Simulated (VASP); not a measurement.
Write the native input for VASP 6.6.1 that does the following.

```yaml
Task: single point
Functional: PBE
Potentials_or_basis: VASP PAW PBE potentials, release 64 (Hf_pv, O)
Cutoff: 600 eV
k_mesh: 4 × 4 × 4
Occupations: gaussian, width 0.01 eV
Spin: no spin polarisation
Dipole_correction: no
Further_INCAR_settings: ALGO = Normal; EDIFF = 1e-06; NBANDS = 18
```

The structure of HfO2 (m.bgw) lies in POSCAR:

```
HfO2
1.0
    0.0000000000      2.5490413281      2.5490413281
    2.5490413281      0.0000000000      2.5490413281
    2.5490413281      2.5490413281      0.0000000000
Hf O
1 2
Direct
    0.0000000000      0.0000000000      0.0000000000
    0.2500000000      0.2500000000      0.2500000000
    0.7500000000      0.7500000000      0.7500000000
```

The input as run:

INCAR

```
  PREC = Accurate
  ENCUT = 600
  EDIFF = 1E-6
  ISMEAR = 0
  SIGMA = 0.01
  LREAL = F
  LASPH = T
  NELM = 120
  ALGO = Normal
  ISIF = 2
  LWAVE = F
  LCHARG = F
  GGA = PE
  NBANDS = 18
  GGA_COMPAT = F
```

KPOINTS

```
Automatic mesh
0
Gamma
  4 4 4
```

Potentials or basis: VASP PAW PBE potentials, release 64 (Hf_pv, O).

Run with:

```sh
$ cat potpaw_PBE.64/Hf_pv/POTCAR potpaw_PBE.64/O/POTCAR > POTCAR
$ mpirun -np 1 vasp_std > vasp.out
```

It gave:

```json
{
  "Pressure": "-3.9 GPa",
  "Band gap on the k mesh": "3.76 eV, direct"
}
```

Caveat: the k points lie up to 0.53 Å⁻¹ apart; spin-orbit coupling is left out, which moves the levels of the heavy elements.

Wall time 8.2 s on 1 thread of AMD EPYC 7R43 64-Core Processor (Zen 3), on a shared host, peak memory 0.14 GiB.
